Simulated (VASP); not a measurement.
Here is a VASP 6.6.1 calculation.

INCAR

```
PREC = Accurate
ENCUT = 520
EDIFF = 1E-6
ISMEAR = 0
SIGMA = 0.05
LREAL = False
LASPH = True
NELM = 60
ALGO = Normal
ISIF = 2
LWAVE = False
LCHARG = False
GGA = PS
NBANDS = 49
```

The input KPOINTS:

```
regular mesh
0
Gamma
  10 10 2
```

Contents of POSCAR:

```
WS2
1.0
   -1.5790003843     -2.7349088907      0.0000000000
    1.5790003843     -2.7349088907      0.0000000000
    0.0000000000     -2.2792730695     18.4899900000
W S
3 6
Direct
   -0.2956486500     -0.2956486500      0.7095000000
    0.3154846833      0.3154846833      0.0428333333
    0.5099180167      0.5099180167      0.3761666667
    0.8084013400      0.8084013400      0.4598000000
    0.0028346733      0.0028346733      0.7931333333
    0.6139680067      0.6139680067      0.1264666667
    0.8789486500      0.8789486500      0.2905000000
    0.0733819833      0.0733819833      0.6238333333
    0.2678153167      0.2678153167      0.9571666667
```

Potentials or basis: VASP PAW PBE potentials, release 64 (W_sv, S).

Command:

```bash
$ cat potpaw_PBE.64/W_sv/POTCAR potpaw_PBE.64/S/POTCAR > POTCAR
$ mpirun -np 1 vasp_std > vasp.out
```

(1) Predict the band gap on the k mesh.

(2) Predict the largest force.

(3) Predict the pressure.

Results:

(1) 0.48 eV (least direct gap 0.63 eV).

(2) 39.650 eV/Å.

(3) 23.7 GPa.

Caveat: atoms lie so close that the PAW spheres overlap strongly, which falsifies energies and pressures; the cell stands under pressure; the PAW data sets were made with another functional, which shifts forces and pressure a little; spin-orbit coupling is left out, which moves the levels of the heavy elements; this functional lacks dispersion, which binds the layers, so the pressure and a relaxed spacing across them are unreliable.
